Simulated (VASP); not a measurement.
# SnO (P1) in VASP: a series of runs

SnO is run at these levels: PBEsol; tasks: single point.

All numbers are computed with VASP 6.6.1; they aren't measurements. Logs are shortened: lines on timing, memory, paths and dates and some standing lists are left out, and cuts for length are marked.

### Step 1. The cell of the first run

The typed cell holds 4 atoms: a = 3.816 Å, b = 3.827 Å, c = 4.912 Å, α = 89.25°, β = 91.21°, γ = 89.08°.

### Step 2. Single point, PBEsol (atoms moved at random and the cell strained at random)

Contents of INCAR:

```
SYSTEM = SnO
PREC = Accurate ; ENCUT = 520
EDIFF = 1E-6 ; ISMEAR = 0
SIGMA = 0.15 ; LREAL = .False.
LASPH = .True. ; NELM = 60
ALGO = Fast ; ISIF = 2
LWAVE = .False. ; LCHARG = .False.
GGA = PS ; NBANDS = 28
```

Contents of KPOINTS:

```
Automatic mesh
0
Gamma
  12 12 10
  0 0 0
```

Contents of POSCAR:

```
SnO
1.0
    3.8152475707      0.0307241330     -0.0406115802
    0.0307241330      3.8264329070      0.0252083727
   -0.0516563919      0.0320640954      4.9117913352
Sn O
2 2
Direct
    0.0123245241      0.4889663714      0.2661943680
    0.4692458704     -0.0342507173      0.7618372428
    0.0558958157     -0.0064395338     -0.0271257106
    0.4625337898      0.5517238797     -0.0009059002
```

Potentials or basis: VASP PAW PBE potentials, release 64 (Sn_d, O).

Launch:

```console
$ cat potpaw_PBE.64/Sn_d/POTCAR potpaw_PBE.64/O/POTCAR > POTCAR
$ mpirun -np 1 vasp_std > vasp.out
```

OUTCAR:

```text
SYSTEM = SnO
   PREC = Accurate
   ENCUT = 520
   EDIFF = 1E-6
   ISMEAR = 0
   LREAL = .False.
   LASPH = .True.
   NELM = 60
   ISIF = 2
   GGA = PS

 ion  position               nearest neighbor table
   1  0.012  0.489  0.266-   4 2.20   3 2.40   3 2.40   4 2.46   2 3.51   2 3.54   2 3.56   2 3.65
                             2 3.66   2 3.71
   2  0.469  0.966  0.762-   3 1.91   4 1.96   3 2.45   4 2.54   1 3.51   1 3.54   1 3.56   1 3.65
                             1 3.66   1 3.71
   3  0.056  0.994  0.973-   2 1.91   1 2.40   1 2.40   2 2.45
   4  0.463  0.552  0.999-   2 1.96   1 2.20   1 2.46   2 2.54

  LATTYP: Found a triclinic cell.
 ALAT       =     5.3604435464
 B/A-ratio  =     0.7138661667
 C/A-ratio  =     1.1721513174
 COS(alpha) =     0.0004642383
 COS(beta)  =     0.4443287415
 COS(gamma) =     0.7024701672

  Lattice vectors:

 A1 = (   3.7845234377,  -3.7957087740,  -0.0658199529)
 A2 = (  -0.0307241330,  -3.8264329070,  -0.0252083727)
 A3 = (   3.8669039626,  -0.0013399624,  -4.9524029154)

Analysis of symmetry for initial positions (statically):
=====================================================================
 Subroutine PRICEL returns:
 Original cell was already a primitive cell.

 Routine SETGRP: Setting up the symmetry group for a
 triclinic supercell.

 Subroutine GETGRP returns: Found  1 space group operations
 (whereof  1 operations were pure point group operations)
 out of a pool of  2 trial point group operations.

The static configuration has the point symmetry C_1 .

Analysis of symmetry for dynamics (positions and initial velocities):
=====================================================================
 Subroutine PRICEL returns:
 Original cell was already a primitive cell.

 Routine SETGRP: Setting up the symmetry group for a
 triclinic supercell.

 Subroutine GETGRP returns: Found  1 space group operations
 (whereof  1 operations were pure point group operations)
 out of a pool of  2 trial point group operations.

The dynamic configuration has the point symmetry C_1 .

 Subroutine INISYM returns: Found  1 space group operations
 (whereof  1 operations are pure point group operations),
 and found     1 'primitive' translations

----------------------------------------------------------------------------------------

                                     Primitive cell

  volume of cell :      71.6904

[... 91 lines left out ...]
   NELM   =     60;   NELMIN=  2; NELMDL= -5     # of ELM steps
   EDIFF  = 0.1E-05   stopping-criterion for ELM
   LREAL  =      F    real-space projection
   EDIFFG = 0.1E-04   stopping-criterion for IOM
   NSW    =      0    number of steps for IOM
   IBRION =     -1    ionic relax: 0-MD 1-quasi-New 2-CG
   NFREE  =      0    steps in history (QN), initial steepest desc. (CG)
   ISIF   =      2    stress and relaxation
   ISYM   =      2    0-nonsym 1-usesym 2-fastsym
   POTIM  = 0.5000    time-step for ionic-motion
   TEBEG  =    0.0;   TEEND  =   0.0 temperature during run
   PSTRESS=    0.0 pullay stress
   NELECT =      40.0000    total number of electrons
   NUPDOWN=      -1.0000    fix difference up-down
   EMIN   =  10.00;   EMAX   =-10.00  energy-range for DOS
   EFERMI =   0.00;   METHOD = LEGACY
   ISMEAR =     0;   SIGMA  =   0.15  broadening in eV -4-tet -1-fermi 0-gaus
   EFERMI_NEDOS =   21; number of points for ismear=-14 and -15
   IALGO  =     68    algorithm
   IMIX   =      4    mixing-type and parameters
     AMIX     =   0.40;   BMIX     =  1.00
     AMIX_MAG =   1.60;   BMIX_MAG =  1.00
  volume/ion in A,a.u.               =      17.92       120.95
  Fermi-wavevector in a.u.,A,eV,Ry     =   1.347745  2.546870 24.713864  1.816418
  Thomas-Fermi vector in A             =   2.475471
   LORBIT       =      0    0 simple, 1 ext, 2 COOP (PROOUT), +10 PAW based schemes
   GGA     = PS    functional components
   LHFCALC =     F    Hartree Fock is set to
   AEXX    =    0.0000 exact exchange contribution
   IVDW    =     0    specifies the selected vdW correction
   LEPSILON=     F    determine dielectric tensor
   LRPA    =     F    only Hartree local field effects (RPA)
 non-spin polarized calculation
 RMM-DIIS sequential band-by-band and
 Gauss-broadening in eV      SIGMA  =   0.15
  energy-cutoff  :      520.00
  volume of cell :       71.69
 maximum number of plane-waves:      1949
   NGX = 15   NGY = 15   NGZ = 19

 number of electron      39.9999993 magnetization

 Free energy of the ion-electron system (eV)
  ---------------------------------------------------
  ext. energy  EPLUGINS =         0.00000000
  ---------------------------------------------------
  free energy    TOTEN  =       -22.91710209 eV

  energy without entropy =      -22.91448546  energy(sigma->0) =      -22.91579378

 E-fermi :   6.5597     XC(G=0): -10.3808

 val. band max:        6.5548301153   @ k =   0.5000   0.4167   0.0000
 cond. band min:       6.5617588427   @ k =   0.0000   0.0833   0.0000
 fundamental gap:      0.0069287274
 Fermi energy:         6.5597378658

 k-point     1 :       0.0000    0.0000    0.0000
  band No.  band energies     occupation
      1     -15.2733      2.00000
      2     -15.0840      2.00000
      3     -14.9969      2.00000
      4     -14.9585      2.00000
      5     -14.9452      2.00000
      6     -14.9169      2.00000
[... 733 lines left out ...]
     27      14.8141      0.00000
     28      15.2831      0.00000

 [... further k-points ...]

------------------------ aborting loop because EDIFF is reached ----------------------------------------

  FORCE on cell =-STRESS in cart. coord.  units (eV):
  Direction    XX          YY          ZZ          XY          YZ          ZX
  --------------------------------------------------------------------------------------
  -------------------------------------------------------------------------------------
  Total        3.1678915      2.1896860     -0.6194189     -2.1817362     -1.9985012     -2.5076936
  in kB       70.7978425     48.9363484    -13.8431255    -48.7586820    -44.6636424    -56.0433625
  external PRESSURE =      35.2970218 kB  Pullay stress =       0.0000000 kB

 VOLUME and BASIS-vectors are now :
 -----------------------------------------------------------------------------
  energy-cutoff  :      520.00
  volume of cell :       71.69
      direct lattice vectors                 reciprocal lattice vectors
     3.815247571  0.030724133 -0.040611580     0.262152782 -0.002123196  0.002770872
     0.030724133  3.826432907  0.025208373    -0.002123196  0.261368442 -0.001728538
    -0.051656392  0.032064095  4.911791335     0.002178423 -0.001358954  0.203623492

 POSITION                                       TOTAL-FORCE (eV/Angst)
 -----------------------------------------------------------------------------------
      0.04829      1.87991      1.31932        -0.057566      0.094467     -1.902497
      1.78061      3.73422      3.74727         2.541551      1.629982     -2.034694
      0.19353      3.83470      4.80133        -4.516343      1.490095      2.417324
      1.73002      2.15738      4.90247         2.032359     -3.214543      1.519867
 -----------------------------------------------------------------------------------
    total drift:                               -0.000071      0.000101     -0.000738

  FREE ENERGIE OF THE ION-ELECTRON SYSTEM (eV)
  ---------------------------------------------------
  free  energy   TOTEN  =       -22.9171020902 eV

  energy  without entropy=      -22.9144854622  energy(sigma->0) =      -22.91579378
```

stdout:

```text
POSCAR found type information on POSCAR SnO
 POSCAR found :  2 types and       4 ions
 scaLAPACK will be used
 -----------------------------------------------------------------------------
|                                                                             |
|                                                                             |
|     You enforced a specific xc type in the INCAR file but a different       |
[... 26 lines left out ...]
WARNING in EDDRMM: call to ZHEGV failed, returncode =   6  3     23
WARNING in EDDRMM: call to ZHEGV failed, returncode =   6  3     22
WARNING in EDDRMM: call to ZHEGV failed, returncode =   6  3     21
WARNING in EDDRMM: call to ZHEGV failed, returncode =   8  4     25
WARNING in EDDRMM: call to ZHEGV failed, returncode =   8  4     21
WARNING in EDDRMM: call to ZHEGV failed, returncode =   6  3     24
WARNING in EDDRMM: call to ZHEGV failed, returncode =   6  3     25
```

Wall time 20 min (1 thread of Oxide Virtual Turin-like, shared host); peak memory 1.1 GiB.

Results:

| Property | Result |
| --- | --- |
| Free energy | -22.9171 eV |
| Pressure | 3.5 GPa |
| Largest force | 5.335 eV/Å |
| Band gap on the k mesh | zero (bands 20 and 21 overlap by 0.32 eV) |

Forces on the atoms (eV/Å):
```
Sn  -0.058  0.094 -1.902
Sn   2.542  1.630 -2.035
O   -4.516  1.490  2.417
O    2.032 -3.215  1.520
```

Stress tensor (GPa, compression positive):
```
 7.08 -4.88 -5.60
-4.88  4.89 -4.47
-5.60 -4.47 -1.38
```

Levels at points of the mesh, in eV from the Fermi level:
```tsv
k point	band 18	band 19	band 20	band 21	band 22	band 23
(0.00, 0.00, 0.00)	-3.05	-1.91	0.05	1.92	3.84	4.47
(0.50, 0.00, 0.00)	-3.25	-3.03	-2.19	2.51	3.87	4.86
(0.00, 0.50, 0.00)	-3.82	-2.69	-2.26	2.11	3.03	5.15
(0.50, 0.50, 0.00)	-2.08	-1.76	-1.60	-0.27	-0.12	3.70
(0.00, 0.00, 0.50)	-2.99	-2.22	-1.91	1.91	2.65	3.67
(0.50, 0.00, 0.50)	-3.01	-2.17	-1.49	2.32	2.70	4.26
(0.00, 0.50, 0.50)	-3.47	-1.98	-1.26	1.97	2.40	4.82
(0.50, 0.50, 0.50)	-2.35	-1.91	-1.50	1.68	1.93	3.60
```

Caveat: the cell differs from its parent crystal (atoms moved at random and the cell strained at random); the cell stands under pressure; semilocal functionals underestimate gaps, so a narrow gap can read as zero; the PAW data sets were made with another functional, which shifts forces and pressure a little; spin-orbit coupling is left out, which moves the levels of the heavy elements.

### Step 3. Single point, PBEsol (atoms moved at random and the cell strained at random)

Contents of INCAR:

```
ALGO     = Fast           # electronic algorithm
EDIFF    = 1E-6           # SCF threshold, eV
ENCUT    = 520            # plane-wave cutoff, eV
GGA      = PS             # functional
ISIF     = 2              # what is computed and relaxed
ISMEAR   = 0              # smearing method
LASPH    = T              # aspherical terms in the spheres
LCHARG   = F              # write CHGCAR
LREAL    = F              # projectors in reciprocal space
LWAVE    = F              # write WAVECAR
NBANDS   = 28             # bands
NELM     = 60             # most SCF steps
PREC     = Accurate       # precision mode
SIGMA    = 0.15           # smearing width, eV
```

Contents of KPOINTS:

```
k-points
0
Gamma
  12 12 10
```

Contents of POSCAR:

```
SnO
1.0
    3.7802409502      0.0256177096      0.0140073744
    0.0256177096      3.8484504728      0.0074428566
    0.0178168497      0.0094670316      4.8307481142
Sn O
2 2
Direct
   -0.0761985734      0.5554037495      0.1802574236
    0.5065204772     -0.0602145380      0.7167038059
    0.0463019990     -0.0194056936      0.0260650631
    0.5233760971      0.5242164821      0.0769737075
```

Potentials or basis: VASP PAW PBE potentials, release 64 (Sn_d, O).

Launch:

```console
$ cat potpaw_PBE.64/Sn_d/POTCAR potpaw_PBE.64/O/POTCAR > POTCAR
$ mpirun -np 1 vasp_std > vasp.out
```

Wall time 18 min (1 thread of Oxide Virtual Turin-like, shared host); peak memory 1 GiB.

It converged, with:

| Quantity | Value |
| --- | --- |
| Free energy | -19.4197 eV |
| Pressure | 27.7 GPa |
| Largest force | 19.287 eV/Å |
| Band gap on the k mesh | zero (bands 20 and 21 overlap by 0.27 eV) |

Forces on the atoms (eV/Å):
```
Sn   16.268  -3.057   9.901
Sn   -0.557   0.329   0.101
O     0.240   4.250  -2.794
O   -15.951  -1.522  -7.207
```

Stress tensor (GPa, compression positive):
```
60.08  5.93 18.97
 5.93 13.94 -6.66
18.97 -6.66  9.18
```

Levels at points of the mesh, in eV from the Fermi level:
| k point | band 18 | band 19 | band 20 | band 21 | band 22 | band 23 |
| --- | --- | --- | --- | --- | --- | --- |
| (0.00, 0.00, 0.00) | -3.48 | -3.11 | -0.24 | 2.11 | 3.45 | 3.66 |
| (0.50, 0.00, 0.00) | -4.38 | -3.38 | -1.91 | 2.66 | 3.33 | 4.15 |
| (0.00, 0.50, 0.00) | -4.23 | -3.31 | -1.86 | 1.94 | 2.67 | 4.77 |
| (0.50, 0.50, 0.00) | -2.89 | -2.51 | -0.96 | -0.23 | 0.56 | 2.73 |
| (0.00, 0.00, 0.50) | -3.14 | -3.04 | -1.97 | 1.32 | 2.71 | 2.90 |
| (0.50, 0.00, 0.50) | -4.25 | -2.92 | -0.58 | 1.74 | 2.69 | 3.82 |
| (0.00, 0.50, 0.50) | -4.21 | -2.51 | -0.89 | 1.37 | 2.39 | 3.99 |
| (0.50, 0.50, 0.50) | -2.93 | -2.45 | -0.97 | 0.92 | 1.81 | 4.14 |

Caveat: the cell differs from its parent crystal (atoms moved at random and the cell strained at random); the cell stands under pressure; semilocal functionals underestimate gaps, so a narrow gap can read as zero; the PAW data sets were made with another functional, which shifts forces and pressure a little; spin-orbit coupling is left out, which moves the levels of the heavy elements.
